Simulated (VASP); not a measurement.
# Zr4B (Pm-3m) in VASP: a series of runs

The runs below take Zr4B through relaxation of cell and atoms, single point, with PBE.

Everything below comes from runs of VASP 6.6.1. Logs are shortened: lines on timing, memory, paths and dates and some standing lists are left out, and cuts for length are marked.

### Step 1. The cell of the first run

The structure is cubic, space group Pm-3m (No. 221). Conventional cell: a = 4.195 Å, b = 4.195 Å, c = 4.195 Å, α = 90.00°, β = 90.00°, γ = 90.00°. Within 2.8 Å of Zr (site symmetry 4/mmm) lie 2 B at 2.10 Å. Within 3.9 Å of Zr (site symmetry m-3m) lie 12 Zr at 2.97 Å and 8 B at 3.63 Å. Within 2.8 Å of B (site symmetry m-3m) lie 6 Zr at 2.10 Å.

### Step 2. Relaxation of cell and atoms, PBE

Contents of INCAR:

```
PREC = Accurate
ENCUT = 600
EDIFF = 1E-6
ISMEAR = 0
SIGMA = 0.1
LREAL = False
LASPH = True
NELM = 80
ALGO = Normal
ISIF = 3
LWAVE = False
LCHARG = False
GGA = PE
IBRION = 2
NSW = 90
EDIFFG = -0.04
```

Contents of KPOINTS:

```
regular mesh
0
Gamma
  4 4 4
```

Contents of POSCAR:

```
Zr4B
1.0
    4.1945384200      0.0000000000      0.0000000000
    0.0000000000      4.1945384200      0.0000000000
    0.0000000000      0.0000000000      4.1945384200
Zr B
4 1
Direct
    0.5000000000      0.0000000000      0.0000000000
    0.0000000000      0.5000000000      0.0000000000
    0.0000000000      0.0000000000      0.5000000000
    0.5000000000      0.5000000000      0.5000000000
    0.0000000000      0.0000000000      0.0000000000
```

Potentials or basis: VASP PAW PBE potentials, release 64 (Zr_sv, B).

Started as:

```bash
$ cat potpaw_PBE.64/Zr_sv/POTCAR potpaw_PBE.64/B/POTCAR > POTCAR
$ mpirun -np 1 vasp_std > vasp.out
```

OUTCAR:

```text
PREC = Accurate
   ENCUT = 600
   EDIFF = 1E-6
   ISMEAR = 0
   LREAL = False
   LASPH = True
   NELM = 80
   ISIF = 3
   GGA = PE
   IBRION = 2
   NSW = 90
   EDIFFG = -0.04

 ion  position               nearest neighbor table
   1  0.500  0.000  0.000-   5 2.10   5 2.10   4 2.97   2 2.97   3 2.97   4 2.97   2 2.97   4 2.97
                             4 2.97   2 2.97   3 2.97   3 2.97   3 2.97   2 2.97
   2  0.000  0.500  0.000-   5 2.10   5 2.10   4 2.97   1 2.97   3 2.97   4 2.97   1 2.97   3 2.97
                             3 2.97   3 2.97   1 2.97   4 2.97   4 2.97   1 2.97
   3  0.000  0.000  0.500-   5 2.10   5 2.10   4 2.97   1 2.97   1 2.97   2 2.97   2 2.97   2 2.97
                             4 2.97   2 2.97   1 2.97   4 2.97   1 2.97   4 2.97
   4  0.500  0.500  0.500-   1 2.97   2 2.97   3 2.97   1 2.97   2 2.97   1 2.97   3 2.97   1 2.97
                             2 2.97   3 2.97   2 2.97   3 2.97
   5  0.000  0.000  0.000-   1 2.10   2 2.10   3 2.10   3 2.10   2 2.10   1 2.10

  LATTYP: Found a simple cubic cell.
 ALAT       =     4.1945384200

  Lattice vectors:

 A1 = (   4.1945384200,   0.0000000000,   0.0000000000)
 A2 = (   0.0000000000,   4.1945384200,   0.0000000000)
 A3 = (   0.0000000000,   0.0000000000,   4.1945384200)

Analysis of symmetry for initial positions (statically):
=====================================================================
 Subroutine PRICEL returns:
 Original cell was already a primitive cell.

 Routine SETGRP: Setting up the symmetry group for a
 simple cubic supercell.

 Subroutine GETGRP returns: Found 48 space group operations
 (whereof 48 operations were pure point group operations)
 out of a pool of 48 trial point group operations.

The static configuration has the point symmetry O_h .

Analysis of symmetry for dynamics (positions and initial velocities):
=====================================================================
 Subroutine PRICEL returns:
 Original cell was already a primitive cell.

 Routine SETGRP: Setting up the symmetry group for a
 simple cubic supercell.

 Subroutine GETGRP returns: Found 48 space group operations
 (whereof 48 operations were pure point group operations)
 out of a pool of 48 trial point group operations.

The dynamic configuration has the point symmetry O_h .

 Subroutine INISYM returns: Found 48 space group operations
 (whereof 48 operations are pure point group operations),
 and found     1 'primitive' translations

----------------------------------------------------------------------------------------

                                     Primitive cell

  volume of cell :      73.7993

  direct lattice vectors                    reciprocal lattice vectors
     4.194538420  0.000000000  0.000000000     0.238405255  0.000000000  0.000000000
     0.000000000  4.194538420  0.000000000     0.000000000  0.238405255  0.000000000
     0.000000000  0.000000000  4.194538420     0.000000000  0.000000000  0.238405255

  length of vectors
     4.194538420  4.194538420  4.194538420     0.238405255  0.238405255  0.238405255

  position of ions in fractional coordinates (direct lattice)
     0.500000000  0.000000000  0.000000000
     0.000000000  0.500000000  0.000000000
     0.000000000  0.000000000  0.500000000
     0.500000000  0.500000000  0.500000000
     0.000000000  0.000000000  0.000000000

  ion indices of the primitive-cell ions
   primitive index   ion index
                 1           1
                 2           2
                 3           3
                 4           4
                 5           5

----------------------------------------------------------------------------------------

 KPOINTS: regular mesh

Automatic generation of k-mesh.
 Grid dimensions read from file:
 generate k-points for:    4    4    4

 Generating k-lattice:

  Cartesian coordinates                     Fractional coordinates (reciprocal lattice)
     0.059601314  0.000000000  0.000000000     0.250000000  0.000000000  0.000000000
     0.000000000  0.059601314  0.000000000     0.000000000  0.250000000  0.000000000
     0.000000000  0.000000000  0.059601314     0.000000000  0.000000000  0.250000000

  Length of vectors
     0.059601314  0.059601314  0.059601314

  Shift w.r.t. Gamma in fractional coordinates (k-lattice)
     0.000000000  0.000000000  0.000000000

 Subroutine IBZKPT returns following result:
 ===========================================

 Found     10 irreducible k-points:

 Following reciprocal coordinates:
            Coordinates               Weight
  0.000000  0.000000  0.000000      1.000000
  0.250000  0.000000  0.000000      6.000000
  0.500000  0.000000  0.000000      3.000000
  0.250000  0.250000  0.000000     12.000000
  0.500000  0.250000  0.000000     12.000000
  0.500000  0.500000  0.000000      3.000000
  0.250000  0.250000  0.250000      8.000000
  0.500000  0.250000  0.250000     12.000000
  0.500000  0.500000  0.250000      6.000000
[... 35 lines left out ...]
   EFERMI_NEDOS =   21; number of points for ismear=-14 and -15
   IALGO  =     38    algorithm
   IMIX   =      4    mixing-type and parameters
     AMIX     =   0.40;   BMIX     =  1.00
     AMIX_MAG =   1.60;   BMIX_MAG =  1.00
  volume/ion in A,a.u.               =      14.76        99.60
  Fermi-wavevector in a.u.,A,eV,Ry     =   1.447374  2.735140 28.502722  2.094891
  Thomas-Fermi vector in A             =   2.565336
   LORBIT       =      0    0 simple, 1 ext, 2 COOP (PROOUT), +10 PAW based schemes
   GGA     = PE    functional components
   LHFCALC =     F    Hartree Fock is set to
   AEXX    =    0.0000 exact exchange contribution
   IVDW    =     0    specifies the selected vdW correction
   LEPSILON=     F    determine dielectric tensor
   LRPA    =     F    only Hartree local field effects (RPA)
 conjugate gradient relaxation of ions
 non-spin polarized calculation
 Gauss-broadening in eV      SIGMA  =   0.10
  energy-cutoff  :      600.00
  volume of cell :       73.80
 maximum number of plane-waves:      2517
 NGX is ok and might be reduce to    36
   NGX = 17   NGY = 17   NGZ = 17

--------------------------------------- Ionic step        1  -------------------------------------------

 number of electron      51.0000000 magnetization

 Free energy of the ion-electron system (eV)
  ---------------------------------------------------
  ext. energy  EPLUGINS =         0.00000000
  ---------------------------------------------------
  free energy    TOTEN  =       -36.20354235 eV

  energy without entropy =      -36.17964020  energy(sigma->0) =      -36.19159128

 E-fermi :  12.1133     XC(G=0): -12.5690

 val. band max:       12.0950826025   @ k =   0.5000   0.2500   0.2500
 cond. band min:      12.1434755509   @ k =   0.2500   0.2500   0.0000
 fundamental gap:      0.0483929484
 Fermi energy:        12.1133074227

 k-point     1 :       0.0000    0.0000    0.0000
  band No.  band energies     occupation
      1     -35.9296      2.00000
      2     -35.4117      2.00000
      3     -35.1253      2.00000
      4     -35.1253      2.00000
      5     -14.7843      2.00000
      6     -14.7843      2.00000
[... 22 lines left out ...]
     29      13.9197      0.00000
     30      16.2877      0.00000
[... 771 lines left out ...]
 POSITION                                       TOTAL-FORCE (eV/Angst)
 -----------------------------------------------------------------------------------
      2.35551     -0.00000     -0.00000         0.000000      0.000000      0.000000
      0.00000      2.35551      0.00000         0.000000      0.000000      0.000000
     -0.00000      0.00000      2.35551        -0.000000      0.000000      0.000000
      2.35551      2.35551      2.35551        -0.000000      0.000000      0.000000
      0.00000      0.00000      0.00000         0.000000      0.000000      0.000000
 -----------------------------------------------------------------------------------
    total drift:                                0.000000      0.000000     -0.000000

  FREE ENERGIE OF THE ION-ELECTRON SYSTEM (eV)
  ---------------------------------------------------
  free  energy   TOTEN  =       -41.0544888615 eV

  energy  without entropy=      -41.0120292132  energy(sigma->0) =      -41.03325904

--------------------------------------- Ionic step        5  -------------------------------------------

 number of electron      51.0000002 magnetization

 Free energy of the ion-electron system (eV)
  ---------------------------------------------------
  ext. energy  EPLUGINS =         0.00000000
  ---------------------------------------------------
  free energy    TOTEN  =       -41.05637595 eV

  energy without entropy =      -41.01455810  energy(sigma->0) =      -41.03546703

 E-fermi :   7.9871     XC(G=0): -10.9539

 val. band max:        7.9646807726   @ k =   0.5000   0.2500   0.2500
 cond. band min:       8.0503843887   @ k =   0.5000   0.2500   0.2500
 fundamental gap:      0.0857036161
 Fermi energy:         7.9871194471

 k-point     1 :       0.0000    0.0000    0.0000
  band No.  band energies     occupation
      1     -40.7573      2.00000
      2     -40.2746      2.00000
      3     -40.1857      2.00000
      4     -40.1857      2.00000
      5     -18.8867      2.00000
      6     -18.8867      2.00000
[... 22 lines left out ...]
     29       9.1613      0.00000
     30      11.1220      0.00000
[... 308 lines left out ...]
 VOLUME and BASIS-vectors are now :
 -----------------------------------------------------------------------------
  energy-cutoff  :      600.00
  volume of cell :      103.78
      direct lattice vectors                 reciprocal lattice vectors
     4.699327410 -0.000000000 -0.000000000     0.212796410 -0.000000000  0.000000000
     0.000000000  4.699327410  0.000000000     0.000000000  0.212796410  0.000000000
    -0.000000000  0.000000000  4.699327410     0.000000000 -0.000000000  0.212796410

 POSITION                                       TOTAL-FORCE (eV/Angst)
 -----------------------------------------------------------------------------------
      2.34966     -0.00000     -0.00000         0.000000      0.000000      0.000000
      0.00000      2.34966      0.00000         0.000000      0.000000      0.000000
     -0.00000      0.00000      2.34966        -0.000000      0.000000      0.000000
      2.34966      2.34966      2.34966        -0.000000      0.000000      0.000000
      0.00000      0.00000      0.00000         0.000000      0.000000      0.000000
 -----------------------------------------------------------------------------------
    total drift:                                0.000000      0.000000     -0.000000

  FREE ENERGIE OF THE ION-ELECTRON SYSTEM (eV)
  ---------------------------------------------------
  free  energy   TOTEN  =       -41.0563759517 eV

  energy  without entropy=      -41.0145580996  energy(sigma->0) =      -41.03546703

 reached required accuracy - stopping structural energy minimisation
```

Wall time 60 s (1 thread of Intel Xeon 6975P-C (Granite Rapids), shared host); peak memory 0.21 GiB.

Results:

```
Free energy                            : -41.0564 eV
Relaxed volume                         : 20.76 Å³/atom
Relaxed cell                           : a = 4.699 Å, b = 4.699 Å, c = 4.699 Å, α = 90.00°, β = 90.00°, γ = 90.00°
Space group after relaxing (to 0.05 Å) : Pm-3m (No. 221)
Energy gained by relaxing              : 970.6 meV/atom
Ionic steps                            : 5
Pressure after relaxing                : 0.0 GPa
```

Step by step:
| step | energy change (eV) | largest force (eV/Å) | pressure (GPa) | volume (Å³) |
| --- | --- | --- | --- | --- |
| 1 | 0.0000 | 0.0000 | 66.36 | 73.80 |
| 2 | 0.3223 | 0.0000 | -20.82 | 160.25 |
| 3 | -4.8255 | 0.0000 | -2.90 | 106.75 |
| 4 | -4.8509 | 0.0000 | -0.79 | 104.56 |
| 5 | -4.8528 | 0.0000 | 0.02 | 103.78 |

Final structure:
```
Zr B
1.0
     4.69933    0.00000    0.00000
     0.00000    4.69933    0.00000
     0.00000    0.00000    4.69933
Zr B
4 1
Direct
  0.50000 0.00000 0.00000
  0.00000 0.50000 0.00000
  0.00000 0.00000 0.50000
  0.50000 0.50000 0.50000
  0.00000 0.00000 0.00000
```

Caveat: the k points lie up to 0.33 Å⁻¹ apart in the final cell; the volume moved by over 15 % at a fixed basis, so the end points are rough.

### Step 3. Single point, PBE

This run uses another cell than the first one, of 20.81 Å³/atom, 1.410 times its volume.

Contents of INCAR:

```
PREC = Accurate
ENCUT = 520
EDIFF = 1E-6
ISMEAR = 0
SIGMA = 0.1
LREAL = False
LASPH = True
NELM = 80
ALGO = Fast
ISIF = 2
LWAVE = False
LCHARG = False
GGA = PE
NBANDS = 34
```

Contents of KPOINTS:

```
Automatic mesh
0
Gamma
  8 8 8
```

Edit POSCAR of step 2 so:

```diff
@@ -2,5 +2,5 @@
 1.0
-    4.1945384200      0.0000000000      0.0000000000
-    0.0000000000      4.1945384200      0.0000000000
-    0.0000000000      0.0000000000      4.1945384200
+    4.7035966093      0.0000000000      0.0000000000
+    0.0000000000      4.7035966093      0.0000000000
+    0.0000000000      0.0000000000      4.7035966093
 Zr B
```

Potentials or basis: VASP PAW PBE potentials, release 64 (Zr_sv, B).

Started as:

```bash
$ cat potpaw_PBE.64/Zr_sv/POTCAR potpaw_PBE.64/B/POTCAR > POTCAR
$ mpirun -np 1 vasp_std > vasp.out
```

Wall time 79 s (1 thread of Intel Xeon 6975P-C (Granite Rapids), shared host); peak memory 0.25 GiB.

The run converged. Its results:

```
Free energy : -40.9881 eV
Pressure    : 0.0 GPa
```

Levels at points of the mesh, in eV from the Fermi level:
| k point | band 22 | band 23 | band 24 | band 25 | band 26 | band 27 | band 28 | band 29 | band 30 | band 31 |
| --- | --- | --- | --- | --- | --- | --- | --- | --- | --- | --- |
| (0.00, 0.00, 0.00) | -1.65 | -1.65 | 0.48 | 0.48 | 0.48 | 1.15 | 1.15 | 1.15 | 3.10 | 3.10 |
| (0.50, 0.00, 0.00) | -1.14 | -1.14 | -0.56 | -0.47 | -0.15 | -0.15 | 1.41 | 1.78 | 1.78 | 1.81 |
| (0.50, 0.50, 0.00) | -0.66 | -0.59 | -0.59 | -0.19 | -0.19 | -0.05 | 0.11 | 1.17 | 1.17 | 1.99 |
| (0.50, 0.50, 0.50) | -0.49 | -0.49 | -0.49 | 0.94 | 0.94 | 0.94 | 1.00 | 1.00 | 1.16 | 1.16 |

### Step 4. Single point, PBE, collinear spin, ferromagnetic start

This run uses another cell than the first one, of 20.68 Å³/atom, 1.401 times its volume.

Contents of INCAR:

```
ALGO = Fast
EDIFF = 1E-7
ENCUT = 520
GGA = PE
ISIF = 2
ISMEAR = 0
ISPIN = 2
LASPH = T
LCHARG = F
LMAXMIX = 4
LORBIT = 11
LREAL = F
LWAVE = F
MAGMOM = 1 1 1 1 0
NBANDS = 38
NELM = 150
PREC = Accurate
SIGMA = 0.1
```

Contents of KPOINTS:

```
k-points
0
Gamma
  4 4 4
```

Edit POSCAR of step 3 so:

```diff
@@ -2,5 +2,5 @@
 1.0
-    4.7035966093      0.0000000000      0.0000000000
-    0.0000000000      4.7035966093      0.0000000000
-    0.0000000000      0.0000000000      4.7035966093
+    4.6936595567      0.0000000000      0.0000000000
+    0.0000000000      4.6936595567      0.0000000000
+    0.0000000000      0.0000000000      4.6936595567
 Zr B
```

Started as:

```bash
$ cat potpaw_PBE.64/Zr_sv/POTCAR potpaw_PBE.64/B/POTCAR > POTCAR
$ mpirun -np 1 vasp_std > vasp.out
```

Wall time 1.8 min (1 thread of Intel Xeon Platinum 8488C (Sapphire Rapids), shared host); peak memory 0.26 GiB.

Results (log left out):

| Quantity | Value |
| --- | --- |
| Free energy | -41.0704 eV |
| Pressure | 0.4 GPa |
| Net moment | 0.00 μB per cell |
| Valence electrons inside the program's atomic spheres | Zr 9.83, 9.70; B 1.91 |

Levels at points of the mesh, in eV from the Fermi level:
Spin up:
```
           k point  band 22  band 23  band 24  band 25  band 26  band 27  band 28  band 29
(0.00, 0.00, 0.00)    -1.65    -1.65     0.50     0.50     0.50     1.18     1.18     1.18
(0.50, 0.00, 0.00)    -1.12    -1.12    -0.55    -0.47    -0.13    -0.13     1.45     1.79
(0.50, 0.50, 0.00)    -0.65    -0.58    -0.58    -0.17    -0.17    -0.03     0.12     1.20
(0.50, 0.50, 0.50)    -0.48    -0.48    -0.48     0.97     0.97     0.97     1.01     1.01
```
Spin down:
| k point | band 21 | band 22 | band 23 | band 24 | band 25 | band 26 | band 27 | band 28 | band 29 | band 30 |
| --- | --- | --- | --- | --- | --- | --- | --- | --- | --- | --- |
| (0.00, 0.00, 0.00) | -1.65 | -1.65 | -1.65 | 0.50 | 0.50 | 0.50 | 1.18 | 1.18 | 1.18 | 3.15 |
| (0.50, 0.00, 0.00) | -1.25 | -1.12 | -1.12 | -0.55 | -0.47 | -0.13 | -0.13 | 1.45 | 1.79 | 1.79 |
| (0.50, 0.50, 0.00) | -1.56 | -0.65 | -0.58 | -0.58 | -0.17 | -0.17 | -0.03 | 0.12 | 1.20 | 1.20 |
| (0.50, 0.50, 0.50) | -2.42 | -0.48 | -0.48 | -0.48 | 0.97 | 0.97 | 0.97 | 1.01 | 1.01 | 1.20 |

### Step 5. Relaxation of cell and atoms, PBE

This run uses another cell than the first one, of 20.68 Å³/atom, 1.401 times its volume.

Contents of INCAR:

```
  PREC = Accurate
  ENCUT = 600
  EDIFF = 1E-7
  ISMEAR = 0
  SIGMA = 0.1
  LREAL = F
  LASPH = T
  NELM = 80
  ALGO = Fast
  ISIF = 3
  LWAVE = F
  LCHARG = F
  GGA = PE
  IBRION = 2
  NSW = 100
  EDIFFG = -0.01
```

Contents of KPOINTS:

```
Automatic mesh
0
Gamma
  8 8 8
```

POSCAR is that of step 4.

Started as:

```bash
$ cat potpaw_PBE.64/Zr_sv/POTCAR potpaw_PBE.64/B/POTCAR > POTCAR
$ mpirun -np 1 vasp_std > vasp.out
```

Wall time 6.8 min (1 thread of Intel Xeon Platinum 8488C (Sapphire Rapids), shared host); peak memory 0.31 GiB.

The run converged. Its results:

| Item | Value |
| --- | --- |
| Free energy | -40.9890 eV |
| Relaxed volume | 20.82 Å³/atom |
| Relaxed cell | a = 4.704 Å, b = 4.704 Å, c = 4.704 Å, α = 90.00°, β = 90.00°, γ = 90.00° |
| Space group after relaxing (to 0.05 Å) | Pm-3m (No. 221) |
| Energy gained by relaxing | 0.3 meV/atom |
| Ionic steps | 3 |
| Pressure after relaxing | 0.0 GPa |

The path:
```tsv
step	energy change (eV)	largest force (eV/Å)	pressure (GPa)	volume (Å³)
1	0.0000	0.0000	0.73	103.40
2	0.0000	0.0000	-0.71	104.82
3	-0.0016	0.0000	0.00	104.11
```

Final structure:
```yaml
crystal:
  lattice:
    - [4.70428, 0.00000, 0.00000]
    - [0.00000, 4.70428, 0.00000]
    - [0.00000, 0.00000, 4.70428]
  atoms:
    - { symbol: Zr, position: [0.50000, 0.00000, 0.00000] }
    - { symbol: Zr, position: [0.00000, 0.50000, 0.00000] }
    - { symbol: Zr, position: [0.00000, 0.00000, 0.50000] }
    - { symbol: Zr, position: [0.50000, 0.50000, 0.50000] }
    - { symbol: B, position: [0.00000, 0.00000, 0.00000] }
```

Levels at points of the mesh, in eV from the Fermi level:
```
           k point  band 22  band 23  band 24  band 25  band 26  band 27  band 28  band 29  band 30
(0.00, 0.00, 0.00)    -1.65    -1.65     0.48     0.48     0.48     1.15     1.15     1.15     3.10
(0.50, 0.00, 0.00)    -1.14    -1.14    -0.56    -0.47    -0.15    -0.15     1.41     1.78     1.78
(0.50, 0.50, 0.00)    -0.66    -0.59    -0.59    -0.19    -0.19    -0.05     0.11     1.17     1.17
(0.50, 0.50, 0.50)    -0.49    -0.49    -0.49     0.94     0.94     0.94     1.00     1.00     1.16
```

### Step 6. The runs side by side

```tsv
task	spin	cell	k mesh	cutoff (eV)	gap on the mesh (eV)	pressure (GPa)	relaxed volume (Å³/atom)
relaxation of cell and atoms	off	relaxed from a = 4.195 Å, 5 atoms	4 × 4 × 4	600	none	0.0	20.76
single point	off	a = 4.704 Å, 5 atoms	8 × 8 × 8	520	none	0.0	-
single point	collinear, ferromagnetic start	a = 4.694 Å, 5 atoms	4 × 4 × 4	520	none	0.4	-
relaxation of cell and atoms	off	relaxed from a = 4.694 Å, 5 atoms	8 × 8 × 8	600	none	0.0	20.82
```

Alike in all rows: level PBE; potentials or basis VASP PAW PBE potentials, release 64 (Zr_sv, B); smearing gaussian 0.1 eV.

Caveats: some runs use coarse meshes; the volume moved by over 15 % at a fixed basis, so the end points are rough (some runs).

Absolute energies hang on the potentials; compare differences alone.
